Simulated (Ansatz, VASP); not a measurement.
## One calculation of Zr, two programs

INCAR

```
SYSTEM = Zr
PREC = Accurate ; ENCUT = 520
EDIFF = 1E-6 ; ISMEAR = -1
SIGMA = 0.05 ; LREAL = .False.
LASPH = .True. ; NELM = 150
ALGO = Normal ; ISIF = 2
LWAVE = .False. ; LCHARG = .False.
ISPIN = 2 ; MAGMOM = 1
LORBIT = 11 ; LMAXMIX = 4
GGA = PE ; NBANDS = 16
```

Contents of KPOINTS:

```
regular mesh
0
Gamma
  20 20 20
  0 0 0
```

The input POSCAR:

```
Zr
1.0
   -1.8562079903      1.8562079903      1.8562079903
    1.8562079903     -1.8562079903      1.8562079903
    1.8562079903      1.8562079903     -1.8562079903
Zr
1
Direct
    0.0000000000      0.0000000000      0.0000000000
```

Input for Ansatz:

```yaml
crystal:
  lattice:
    - [-1.8562079903, 1.8562079903, 1.8562079903]
    - [1.8562079903, -1.8562079903, 1.8562079903]
    - [1.8562079903, 1.8562079903, -1.8562079903]
  atoms:
    - { symbol: Zr, position: [0.0, 0.0, 0.0], spin: 1.0 }
hamiltonian:
  xc: pbe
  pseudopotentials:
    kind: paw
    azcp:
      Zr: "pseudopotentials/Zr.paw.azcp"
basis:
  ecutwfc: 420
  fft_grid_basis: typed
kpoints:
  mp_grid: { grid: [20, 20, 20], shift: [0, 0, 0] }
magnetization:
  spin_polarized: true
scf:
  occupations: { method: fermi_dirac, width: 0.05 }
output:
  stress: true
```

Alike in both runs: task single point; functional PBE; k mesh 20 × 20 × 20; occupations fermi-dirac, width 0.05 eV; collinear spin.

```csv
,VASP,Ansatz
version,VASP 6.6.1,Ansatz 0.2.0
potentials or method,"VASP PAW PBE potentials, release 64 (Zr_sv), cutoff 520 eV","plane waves (420 eV) with PAW, scalar-relativistic"
valence electrons in the cell,12,12
```

|  | VASP | Ansatz | Ansatz less VASP |
| --- | --- | --- | --- |
| pressure (GPa) | -8.3 | -8.4 | -0.02 |
| net moment per atom (μB) | 0.00 | 0.00 | 0.000 |

With one functional, cell and mesh, what is left measures potentials, basis and numerics. Ansatz's warnings: seeded moment not kept.
